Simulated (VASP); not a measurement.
## MgZn4O: single point with PBE

The system is MgZn4O.

```
Mg Zn O
1.0
     2.88191    0.00000    0.00000
     0.00000    2.88191    0.00000
     0.00000    0.00000   20.50865
Mg Zn O
2 8 2
Direct
  0.00000 0.50000 0.94554
  0.50000 0.00000 0.05446
  0.00000 0.50000 0.72664
  0.50000 0.00000 0.63616
  0.00000 0.50000 0.54497
  0.50000 0.00000 0.81415
  0.00000 0.50000 0.18585
  0.50000 0.00000 0.27336
  0.00000 0.50000 0.36384
  0.50000 0.00000 0.45503
  0.00000 0.50000 0.05376
  0.50000 0.00000 0.94624
```

```
Program             : VASP 6.6.1
Task                : single point
Functional          : PBE
Potentials or basis : VASP PAW PBE potentials, release 64 (Mg, Zn, O)
Cutoff              : 520 eV
k mesh              : 8 × 8 × 1
Occupations         : gaussian, width 0.2 eV
Spin                : no spin polarisation
```

```json
{
 "Pressure": "0.1 GPa",
 "Largest force": "0.103 eV/Å",
 "Band gap on the k mesh": "zero (bands 56 and 57 overlap by 2.62 eV)"
}
```

Forces in eV/Å, atoms in the order of the input:
```
Mg   0.000  0.000  0.006
Mg   0.000  0.000 -0.006
Zn   0.000  0.000 -0.055
Zn   0.000  0.000  0.103
Zn   0.000  0.000 -0.032
Zn   0.000  0.000 -0.026
Zn   0.000  0.000  0.026
Zn   0.000  0.000  0.055
Zn   0.000  0.000 -0.103
Zn   0.000  0.000  0.032
O    0.000  0.000 -0.002
O    0.000  0.000  0.002
```

Stress tensor (GPa, compression positive):
```
 0.44  0.00  0.00
 0.00  0.44  0.00
 0.00  0.00 -0.71
```

Levels at points of the mesh, in eV from the Fermi level:
```csv
k point,band 54,band 55,band 56,band 57,band 58,band 59
"(0.00, 0.00, 0.00)",-2.84,-2.61,-0.18,0.00,4.13,4.26
"(0.50, 0.00, 0.00)",-3.09,-2.84,-2.84,-1.01,-1.01,0.28
"(0.50, 0.50, 0.00)",0.15,0.95,0.95,1.25,1.25,1.41
```

It took 120 s on 1 thread of Intel(R) Xeon(R) 6975P-C (Granite Rapids), with other jobs on the host, peak memory 0.36 GiB.
